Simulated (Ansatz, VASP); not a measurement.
**Al in VASP and in Ansatz**

```xyz
1
Lattice="0.0000 2.0211 2.0211 2.0211 0.0000 2.0211 2.0211 2.0211 0.0000" Properties=species:S:1:pos:R:3 pbc="T T T"
Al    0.0000    0.0000    0.0000
```

Alike in both runs: task electric field gradients; functional PBE; k mesh 18 × 18 × 18; occupations gaussian, width 0.05 eV; no spin polarisation.

|  | VASP | Ansatz |
| --- | --- | --- |
| version | VASP 6.6.1 | Ansatz 0.2.0 |
| potentials or method | VASP PAW PBE potentials, release 64 (Al), cutoff 520 eV | scalar-relativistic, plane waves, PAW |
| valence electrons in the cell | 3 | 3 |

|  | VASP | Ansatz | Ansatz less VASP |
| --- | --- | --- | --- |
| gap on the k mesh at the Fermi level (eV) | none | none | - |
| pressure (GPa) | 0.0 | 0.0 | +0.04 |

A gap of «none» marks a metal or a gap that the smearing closes.
